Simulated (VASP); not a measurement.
# Al2GaN3 (Cm) in VASP: further runs, part 2 of 3

VASP 6.6.1.

## Step 4: Single point, PBEsol

This run uses another cell than the first one, of 10.49 Å³/atom.

File INCAR:

```
SYSTEM = Al2GaN3
ALGO = Normal
EDIFF = 1E-6
ENCUT = 520
GGA = PS
ISIF = 2
ISMEAR = 0
LASPH = .TRUE.
LCHARG = .FALSE.
LREAL = .FALSE.
LWAVE = .FALSE.
NBANDS = 46
NELM = 100
PREC = Accurate
SIGMA = 0.02
```

File KPOINTS:

```
k-points
0
G
  8 8 4
  0 0 0
```

File POSCAR:

```
Al2GaN3
1.0
    5.6283428355     -1.5365200518     -0.0049291119
    5.6283428355      1.5365200518     -0.0049291119
   -1.8658393302      0.0000000000      7.2798183763
Al Ga N
4 2 6
Direct
    0.9442426286      0.9442426286      0.3888491479
    0.8886666279      0.8886666279      0.7755892916
    0.2229897939      0.2229897939      0.4433680918
    0.5534544207      0.5534544207      0.1119301815
    0.2768166454      0.2768166454      0.0570171398
    0.6096380790      0.6096380790      0.7212005511
    0.1484915698      0.1484915698      0.1875723525
    0.4828321038      0.4828321038      0.8548931113
    0.8195487786      0.8195487786      0.5177051325
    0.7638136524      0.7638136524      0.9008845277
    0.0948161054      0.0948161054      0.5638459240
    0.4300545944      0.4300545944      0.2419455383
```

Potentials or basis: VASP PAW PBE potentials, release 64 (Al, Ga_d, N).

Started as:

```sh
$ cat potpaw_PBE.64/Al/POTCAR potpaw_PBE.64/Ga_d/POTCAR potpaw_PBE.64/N/POTCAR > POTCAR
$ mpirun -np 1 vasp_std > vasp.out
```

OUTCAR:

```text
SYSTEM = Al2GaN3
   EDIFF = 1E-6
   ENCUT = 520
   GGA = PS
   ISIF = 2
   ISMEAR = 0
   LASPH = .TRUE.
   LREAL = .FALSE.
   NELM = 100
   PREC = Accurate

 ion  position               nearest neighbor table
   1  0.944  0.944  0.389-  11 1.87  12 1.88  12 1.88   9 1.89   3 3.04   3 3.04   3 3.06   4 3.08
                             4 3.08   2 3.12   6 3.12   6 3.12   5 3.13   5 3.13
   2  0.889  0.889  0.776-  10 1.88   8 1.88   8 1.88   9 1.90   6 3.04   6 3.04   6 3.06   1 3.12
                             5 3.12   5 3.12   3 3.12   3 3.12   4 3.14   4 3.14
   3  0.223  0.223  0.443-   9 1.88   9 1.88  11 1.88   7 1.90   1 3.04   1 3.04   1 3.06   5 3.11
                             6 3.11   6 3.11   2 3.12   2 3.12   4 3.14   4 3.14
   4  0.553  0.553  0.112-   7 1.88   7 1.88  12 1.89   8 1.90   5 3.04   5 3.06   5 3.06   1 3.08
                             1 3.08   3 3.14   3 3.14   2 3.14   2 3.14
   5  0.277  0.277  0.057-  10 1.92  10 1.92  12 1.93   7 1.94   4 3.04   4 3.06   4 3.06   3 3.11
                             2 3.12   2 3.12   1 3.13   1 3.13
   6  0.610  0.610  0.721-  10 1.92  11 1.92  11 1.92   8 1.94   2 3.04   2 3.04   2 3.06   3 3.11
                             3 3.11   1 3.12   1 3.12
   7  0.148  0.148  0.188-   4 1.88   4 1.88   3 1.90   5 1.94
   8  0.483  0.483  0.855-   2 1.88   2 1.88   4 1.90   6 1.94
   9  0.820  0.820  0.518-   3 1.88   3 1.88   1 1.89   2 1.90
  10  0.764  0.764  0.901-   2 1.88   6 1.92   5 1.92   5 1.92
  11  0.095  0.095  0.564-   1 1.87   3 1.88   6 1.92   6 1.92
  12  0.430  0.430  0.242-   1 1.88   1 1.88   4 1.89   5 1.93

  LATTYP: Found a base centered monoclinic cell.
 ALAT       =    11.2566899877
 B/A-ratio  =     0.2729967785
 C/A-ratio  =     0.6676141526
 COS(beta)  =    -0.2491261149

  Lattice vectors:

 A1 = (   5.6283428355,  -1.5365200518,  -0.0049291119)
 A2 = (   5.6283428355,   1.5365200518,  -0.0049291119)
 A3 = (  -1.8658393302,   0.0000000000,   7.2798183763)

Analysis of symmetry for initial positions (statically):
=====================================================================
 Subroutine PRICEL returns:
 Original cell was already a primitive cell.

 Routine SETGRP: Setting up the symmetry group for a
 base centered monoclinic supercell.

[... 175 lines left out ...]
   NGX = 21   NGY = 21   NGZ = 27

 number of electron      68.0000006 magnetization

 Free energy of the ion-electron system (eV)
  ---------------------------------------------------
  ext. energy  EPLUGINS =         0.00000000
  ---------------------------------------------------
  free energy    TOTEN  =       -88.69466024 eV

  energy without entropy =      -88.69466024  energy(sigma->0) =      -88.69466024

 E-fermi :   6.2335     XC(G=0): -11.5167

 val. band max:        6.1067467465   @ k =   0.0000   0.0000   0.0000
 cond. band min:       9.4745440837   @ k =   0.0000   0.0000   0.0000
 fundamental gap:      3.3677973371
 Fermi energy:         6.2334617654

 k-point     1 :       0.0000    0.0000    0.0000
  band No.  band energies     occupation
      1      -9.6271      2.00000
      2      -8.6125      2.00000
      3      -8.3011      2.00000
      4      -8.0814      2.00000
      5      -7.8787      2.00000
      6      -7.4773      2.00000
[... 1165 lines left out ...]
     45      15.4752      0.00000
     46      15.8076      0.00000

 [... further k-points ...]

------------------------ aborting loop because EDIFF is reached ----------------------------------------

  FORCE on cell =-STRESS in cart. coord.  units (eV):
  Direction    XX          YY          ZZ          XY          YZ          ZX
  --------------------------------------------------------------------------------------
  -------------------------------------------------------------------------------------
  Total        6.1361040      6.4954608     -0.0818770      0.0000000      0.0000000     -0.0209734
  in kB       78.0964826     82.6701497     -1.0420791      0.0000000      0.0000000     -0.2669367
  external PRESSURE =      53.2415177 kB  Pullay stress =       0.0000000 kB

 VOLUME and BASIS-vectors are now :
 -----------------------------------------------------------------------------
  energy-cutoff  :      520.00
  volume of cell :      125.88
      direct lattice vectors                 reciprocal lattice vectors
     5.628342835 -1.536520052 -0.004929112     0.088856040 -0.325410657  0.022774070
     5.628342835  1.536520052 -0.004929112     0.088856040  0.325410657  0.022774070
    -1.865839330  0.000000000  7.279818376     0.000120328  0.000000000  0.137396905

 POSITION                                       TOTAL-FORCE (eV/Angst)
 -----------------------------------------------------------------------------------
      9.90351      0.00000      2.82144        -0.000099      0.000000      0.000402
      8.55632      0.00000      5.63739        -0.000617      0.000000     -0.004037
      1.68287      0.00000      3.22544        -0.000414      0.000000     -0.002015
      6.02122      0.00000      0.80938        -0.001783      0.000000     -0.003461
      3.00965      0.00000      0.41235         0.002325      0.000000     -0.005364
      5.51686      0.00000      5.24420         0.005371      0.000000     -0.001508
      1.32154      0.00000      1.36403         0.010416      0.000000     -0.002056
      3.84000      0.00000      6.21871         0.011675      0.000000     -0.002945
      8.25945      0.00000      3.76072         0.002900      0.000000      0.001719
      6.91710      0.00000      6.55075        -0.016531      0.000000      0.008750
      0.01527      0.00000      4.10376        -0.003219      0.000000      0.017512
      4.38956      0.00000      1.75708        -0.010025      0.000000     -0.006998
 -----------------------------------------------------------------------------------
    total drift:                               -0.000273      0.000000      0.000416

  FREE ENERGIE OF THE ION-ELECTRON SYSTEM (eV)
  ---------------------------------------------------
  free  energy   TOTEN  =       -88.6946602370 eV

  energy  without entropy=      -88.6946602370  energy(sigma->0) =      -88.69466024
```

OSZICAR:

```text
N       E                     dE             d eps       ncg     rms          rms(c)
DAV:   1     0.691264014958E+03    0.69126E+03   -0.30059E+04  8188   0.202E+03
DAV:   2     0.299980712615E+02   -0.66127E+03   -0.61010E+03  8104   0.585E+02
DAV:   3    -0.931065682218E+02   -0.12310E+03   -0.12042E+03  7938   0.181E+02
DAV:   4    -0.101585392231E+03   -0.84788E+01   -0.84107E+01 10016   0.526E+01
DAV:   5    -0.101780136867E+03   -0.19474E+00   -0.19404E+00  8818   0.807E+00    0.198E+01
DAV:   6    -0.886333963841E+02    0.13147E+02   -0.41518E+01 11972   0.587E+01    0.650E+00
DAV:   7    -0.888186385023E+02   -0.18524E+00   -0.50416E+00  8182   0.116E+01    0.492E+00
DAV:   8    -0.887300899884E+02    0.88549E-01   -0.64483E-01 10376   0.847E+00    0.107E+00
DAV:   9    -0.886934164541E+02    0.36674E-01   -0.16060E-01 11192   0.570E+00    0.423E-01
DAV:  10    -0.886943818120E+02   -0.96536E-03   -0.18174E-02  8256   0.740E-01    0.206E-01
DAV:  11    -0.886946767619E+02   -0.29495E-03   -0.16044E-03 11610   0.356E-01    0.545E-02
DAV:  12    -0.886946546914E+02    0.22070E-04   -0.24928E-04  9820   0.187E-01    0.308E-02
DAV:  13    -0.886946606115E+02   -0.59201E-05   -0.63588E-05  8690   0.540E-02    0.111E-02
DAV:  14    -0.886946602370E+02    0.37453E-06   -0.55805E-06  8990   0.451E-02
   1 F= -.88694660E+02 E0= -.88694660E+02  d E =-.162510E-21
```

It took 9.4 min on 1 thread of AMD EPYC 9R45 (Zen 5), shared host; peak memory 0.55 GiB.

What came out:

- Free energy: -88.6947 eV
- Pressure: 5.3 GPa
- Largest force: 0.019 eV/Å
- Band gap on the k mesh: 3.37 eV

Forces in eV/Å, atoms in the order of the input:
```
Al   0.000  0.000  0.000
Al  -0.001  0.000 -0.004
Al   0.000  0.000 -0.002
Al  -0.002  0.000 -0.003
Ga   0.002  0.000 -0.005
Ga   0.005  0.000 -0.002
N    0.010  0.000 -0.002
N    0.012  0.000 -0.003
N    0.003  0.000  0.002
N   -0.017  0.000  0.009
N   -0.003  0.000  0.018
N   -0.010  0.000 -0.007
```

Stress tensor (GPa, compression positive):
```
 7.81  0.00 -0.03
 0.00  8.27  0.00
-0.03  0.00 -0.10
```

Levels at points of the mesh, in eV from the valence-band top:
```tsv
k point	band 32	band 33	band 34	band 35	band 36	band 37
(0.00, 0.00, 0.00)	-0.33	-0.03	0.00	3.37	5.15	5.47
(0.50, 0.00, 0.00)	-1.48	-1.38	-1.30	4.68	5.02	5.41
(0.50, 0.50, 0.00)	-0.80	-0.51	-0.33	5.39	5.42	5.66
(0.00, 0.00, 0.50)	-0.45	-0.30	-0.10	4.58	4.80	5.17
(0.50, 0.00, 0.50)	-1.14	-1.00	-0.94	5.11	5.36	5.51
(0.50, 0.50, 0.50)	-0.59	-0.50	-0.19	5.18	5.25	5.66
```

Caveat: the cell stands under pressure; the PAW data sets were made with another functional, which shifts forces and pressure a little. A k mesh can miss the band edges.

## Step 5: Single point, PBEsol

This run uses another cell than the first one, of 10.77 Å³/atom.

File INCAR:

```
PREC = Accurate
ENCUT = 520
EDIFF = 1E-7
ISMEAR = 0
SIGMA = 0.02
LREAL = False
LASPH = True
NELM = 100
ALGO = Normal
ISIF = 2
LWAVE = False
LCHARG = False
GGA = PS
NBANDS = 46
```

File KPOINTS:

```
regular mesh
0
Gamma
  8 8 4
```

File POSCAR:

```
Al2GaN3
1.0
    5.7432091051     -1.5678776039      0.0009115860
    5.7432091051      1.5678776039      0.0009115860
   -1.8962130095      0.0000000000      7.1753491495
Al Ga N
4 2 6
Direct
    0.9442094829      0.9442094829      0.3892317946
    0.8889313903      0.8889313903      0.7767015034
    0.2231418107      0.2231418107      0.4445132115
    0.5540491769      0.5540491769      0.1130296850
    0.2770821303      0.2770821303      0.0576223522
    0.6096504594      0.6096504594      0.7217877029
    0.1476133209      0.1476133209      0.1850004131
    0.4816489577      0.4816489577      0.8524466909
    0.8183309530      0.8183309530      0.5150587639
    0.7644028745      0.7644028745      0.9017209729
    0.0952971029      0.0952971029      0.5647077555
    0.4310073403      0.4310073403      0.2429801442
```

Started as:

```sh
$ cat potpaw_PBE.64/Al/POTCAR potpaw_PBE.64/Ga_d/POTCAR potpaw_PBE.64/N/POTCAR > POTCAR
$ mpirun -np 1 vasp_std > vasp.out
```

It took 11 min on 1 thread of AMD EPYC 9R45 (Zen 5), shared host; peak memory 0.56 GiB.

Results (log left out):

```yaml
Free_energy: -88.8226 eV
Pressure: -0.1 GPa
Largest_force: 0.016 eV/Å
Band_gap_on_the_k_mesh: 3.27 eV
```

Forces in eV/Å, atoms in the order of the input:
```
Al   0.001  0.000 -0.001
Al   0.000  0.000  0.000
Al  -0.002  0.000  0.000
Al   0.001  0.000 -0.001
Ga   0.003  0.000 -0.008
Ga   0.006  0.000 -0.002
N    0.006  0.000 -0.002
N    0.006  0.000 -0.003
N    0.002  0.000  0.000
N   -0.013  0.000  0.008
N   -0.003  0.000  0.015
N   -0.008  0.000 -0.005
```

Levels at points of the mesh, in eV from the valence-band top:
```tsv
k point	band 30	band 31	band 32	band 33	band 34	band 35	band 36	band 37	band 38	band 39
(0.00, 0.00, 0.00)	-0.93	-0.87	-0.06	-0.01	0.00	3.27	5.08	5.33	5.77	5.94
(0.50, 0.00, 0.00)	-1.68	-1.53	-1.43	-1.31	-1.27	4.71	5.08	5.48	5.71	6.86
(0.50, 0.50, 0.00)	-0.93	-0.82	-0.67	-0.54	-0.37	5.24	5.34	5.58	5.93	6.83
(0.00, 0.00, 0.50)	-1.28	-0.52	-0.43	-0.31	-0.11	4.62	4.72	5.09	5.14	6.85
(0.50, 0.00, 0.50)	-1.94	-1.88	-1.05	-0.92	-0.76	5.27	5.40	5.57	5.75	6.53
(0.50, 0.50, 0.50)	-0.74	-0.70	-0.63	-0.27	-0.20	5.09	5.15	5.60	5.89	6.49
```

Caveat: the PAW data sets were made with another functional, which shifts forces and pressure a little.

(Part 2 of 3 ends here.)
